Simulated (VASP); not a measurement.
# Be (P6_3/mmc) in VASP: notebook, part 2 of 2

VASP 6.6.1. The steps go on from the part before.

## Step 3: Single point, LDA

INCAR reads:

```
SYSTEM = Be
PREC = Accurate ; ENCUT = 600
EDIFF = 1E-6 ; ISMEAR = 0
SIGMA = 0.05 ; LREAL = .False.
LASPH = .True. ; NELM = 120
ALGO = Normal ; ISIF = 2
LWAVE = .False. ; LCHARG = .True.
GGA = CA ; LELF = .True.
LVHAR = .True. ; NBANDS = 9
GGA_COMPAT = .False.
```

KPOINTS reads:

```
Automatic mesh
0
Gamma
  20 20 12
  0 0 0
```

POSCAR reads:

```
Be
1.0
    2.2310929758      0.0000000000      0.0000000000
   -1.1155464879      1.9321831953      0.0000000000
    0.0000000000      0.0000000000      3.5046372127
Be
2
Direct
    0.3333333333      0.6666666667      0.7500000000
    0.6666666667      0.3333333333      0.2500000000
```

Potentials or basis: VASP PAW LDA potentials, release 64 (Be).

Launch:

```console
$ cat potpaw_LDA.64/Be/POTCAR > POTCAR
$ mpirun -np 1 vasp_std > vasp.out
```

OUTCAR:

```text
SYSTEM = Be
   PREC = Accurate
   ENCUT = 600
   EDIFF = 1E-6
   ISMEAR = 0
   LREAL = .False.
   LASPH = .True.
   NELM = 120
   ISIF = 2
   GGA = CA

 ion  position               nearest neighbor table
   1  0.333  0.667  0.750-   2 2.17   2 2.17   2 2.17   2 2.17   2 2.17   2 2.17
   2  0.667  0.333  0.250-   1 2.17   1 2.17   1 2.17   1 2.17   1 2.17   1 2.17

  LATTYP: Found a hexagonal cell.
 ALAT       =     2.2310929758
 C/A-ratio  =     1.5708162998

  Lattice vectors:

 A1 = (   2.2310929758,   0.0000000000,   0.0000000000)
 A2 = (  -1.1155464879,   1.9321831953,   0.0000000000)
 A3 = (   0.0000000000,   0.0000000000,   3.5046372127)

Analysis of symmetry for initial positions (statically):
=====================================================================
 Subroutine PRICEL returns:
 Original cell was already a primitive cell.

 Routine SETGRP: Setting up the symmetry group for a
 hexagonal supercell.

 Subroutine GETGRP returns: Found 24 space group operations
 (whereof 12 operations were pure point group operations)
 out of a pool of 24 trial point group operations.

The static configuration has the point symmetry D_3d.
 The point group associated with its full space group is D_6h.

Analysis of symmetry for dynamics (positions and initial velocities):
=====================================================================
 Subroutine PRICEL returns:
 Original cell was already a primitive cell.

 Routine SETGRP: Setting up the symmetry group for a
 hexagonal supercell.

 Subroutine GETGRP returns: Found 24 space group operations
 (whereof 12 operations were pure point group operations)
 out of a pool of 24 trial point group operations.

The dynamic configuration has the point symmetry D_3d.
 The point group associated with its full space group is D_6h.

 Subroutine INISYM returns: Found 24 space group operations
 (whereof 12 operations are pure point group operations),
 and found     1 'primitive' translations
[... 118 lines left out ...]
  Thomas-Fermi vector in A             =   2.186250
   LORBIT       =      0    0 simple, 1 ext, 2 COOP (PROOUT), +10 PAW based schemes
   GGA     = CA    functional components
   LHFCALC =     F    Hartree Fock is set to
   AEXX    =    0.0000 exact exchange contribution
   IVDW    =     0    specifies the selected vdW correction
   LEPSILON=     F    determine dielectric tensor
   LRPA    =     F    only Hartree local field effects (RPA)
 non-spin polarized calculation
 Gauss-broadening in eV      SIGMA  =   0.05
  energy-cutoff  :      600.00
  volume of cell :       15.11
 maximum number of plane-waves:       530
 NGX is ok and might be reduce to    18
   NGX =  9   NGY =  9   NGZ = 13

 number of electron       4.0000000 magnetization

 Free energy of the ion-electron system (eV)
  ---------------------------------------------------
  ext. energy  EPLUGINS =         0.00000000
  ---------------------------------------------------
  free energy    TOTEN  =        -8.41900038 eV

  energy without entropy =       -8.41866124  energy(sigma->0) =       -8.41883081

 E-fermi :   7.0383     XC(G=0): -10.7720

 val. band max:        7.0322285087   @ k =   0.3500   0.3000   0.4167
 cond. band min:       7.0383473078   @ k =   0.2500   0.2000   0.0833
 fundamental gap:      0.0061187991
 Fermi energy:         7.0382777636

 k-point     1 :       0.0000    0.0000    0.0000
  band No.  band energies     occupation
      1      -4.3026      2.00000
      2       2.5624      2.00000
      3       8.5756      0.00000
      4      23.4022      0.00000
      5      23.4022      0.00000
      6      26.3421      0.00000
      7      26.3421      0.00000
      8      28.5269      0.00000
      9      35.1065      0.00000
[... 265 lines left out ...]
 k-point    24 :       0.2500    0.1000    0.0000
  band No.  band energies     occupation
      1      -1.4981      2.00000
      2       6.2979      2.00000
      3       8.3358      0.00000
      4      13.7470      0.00000
      5      16.8046      0.00000
      6      21.2184      0.00000
      7      23.0069      0.00000
      8      24.9077      0.00000
      9      28.7904      0.00000

 [... further k-points ...]

------------------------ aborting loop because EDIFF is reached ----------------------------------------

  FORCE on cell =-STRESS in cart. coord.  units (eV):
  Direction    XX          YY          ZZ          XY          YZ          ZX
  --------------------------------------------------------------------------------------
  -------------------------------------------------------------------------------------
  Total        0.0415553      0.0415553      0.0446992      0.0000000      0.0000000      0.0000000
  in kB        4.4068454      4.4068454      4.7402482      0.0000000      0.0000000      0.0000000
  external PRESSURE =       4.5179796 kB  Pullay stress =       0.0000000 kB

 VOLUME and BASIS-vectors are now :
 -----------------------------------------------------------------------------
  energy-cutoff  :      600.00
  volume of cell :       15.11
      direct lattice vectors                 reciprocal lattice vectors
     2.231092976  0.000000000  0.000000000     0.448210815  0.258774634  0.000000000
    -1.115546488  1.932183195  0.000000000     0.000000000  0.517549269  0.000000000
     0.000000000  0.000000000  3.504637213     0.000000000  0.000000000  0.285336239

 POSITION                                       TOTAL-FORCE (eV/Angst)
 -----------------------------------------------------------------------------------
     -0.00000      1.28812      2.62848         0.000000      0.000000      0.000000
      1.11555      0.64406      0.87616        -0.000000      0.000000      0.000000
 -----------------------------------------------------------------------------------
    total drift:                                0.000000     -0.000000      0.000000

  FREE ENERGIE OF THE ION-ELECTRON SYSTEM (eV)
  ---------------------------------------------------
  free  energy   TOTEN  =        -8.4190003767 eV

  energy  without entropy=       -8.4186612429  energy(sigma->0) =       -8.41883081
```

OSZICAR:

```text
N       E                     dE             d eps       ncg     rms          rms(c)
DAV:   1    -0.366528293918E+01   -0.36653E+01   -0.20330E+03  5600   0.417E+02
DAV:   2    -0.842549279072E+01   -0.47602E+01   -0.46901E+01  8067   0.524E+01
DAV:   3    -0.847637469998E+01   -0.50882E-01   -0.50603E-01  6260   0.390E+00
DAV:   4    -0.847642641754E+01   -0.51718E-04   -0.51714E-04  6666   0.117E-01
DAV:   5    -0.847642642587E+01   -0.83330E-08   -0.93347E-08  6104   0.183E-03    0.128E+00
DAV:   6    -0.843706131668E+01    0.39365E-01   -0.26814E-03  6295   0.341E-01    0.770E-01
DAV:   7    -0.841900893305E+01    0.18052E-01   -0.43660E-03  6623   0.427E-01    0.207E-02
DAV:   8    -0.841900142727E+01    0.75058E-05   -0.12392E-05  6052   0.281E-02    0.540E-03
DAV:   9    -0.841900038255E+01    0.10447E-05   -0.55280E-07  5955   0.581E-03    0.630E-04
DAV:  10    -0.841900037674E+01    0.58102E-08   -0.28855E-09  3110   0.433E-04
   1 F= -.84190004E+01 E0= -.84188308E+01  d E =-.339134E-03
```

stdout:

```text
POSCAR found type information on POSCAR Be
 POSCAR found :  1 types and       2 ions
 scaLAPACK will be used
 LDA part: xc-table for (Slater(with rela. corr.)+CA(PZ))
 , standard interpolation
 POSCAR, INCAR and KPOINTS ok, starting setup
 FFT: planning ... GRIDC
 FFT: planning ... GRID_SOFT
 FFT: planning ... GRID
 WAVECAR not read
 entering main loop
```

Wall time 21 s (1 thread of AMD EPYC 7R13 (Zen 3), shared host); peak memory 0.11 GiB.

What came out:

```yaml
Free_energy: -8.4190 eV
Pressure: 0.5 GPa
Band_gap_on_the_k_mesh: zero (bands 2 and 3 overlap by 1.44 eV)
```

Levels at points of the mesh, in eV from the Fermi level:
| k point | band 1 | band 2 | band 3 | band 4 | band 5 | band 6 |
| --- | --- | --- | --- | --- | --- | --- |
| (0.00, 0.00, 0.00) | -11.34 | -4.48 | 1.54 | 16.36 | 16.36 | 19.30 |
| (0.50, 0.00, 0.00) | -5.05 | -3.02 | 3.79 | 6.79 | 7.20 | 9.65 |
| (0.00, 0.00, 0.50) | -9.17 | -9.17 | 11.23 | 11.23 | 18.05 | 18.05 |
| (0.50, 0.00, 0.50) | -3.66 | -3.66 | 1.91 | 1.91 | 12.34 | 12.34 |
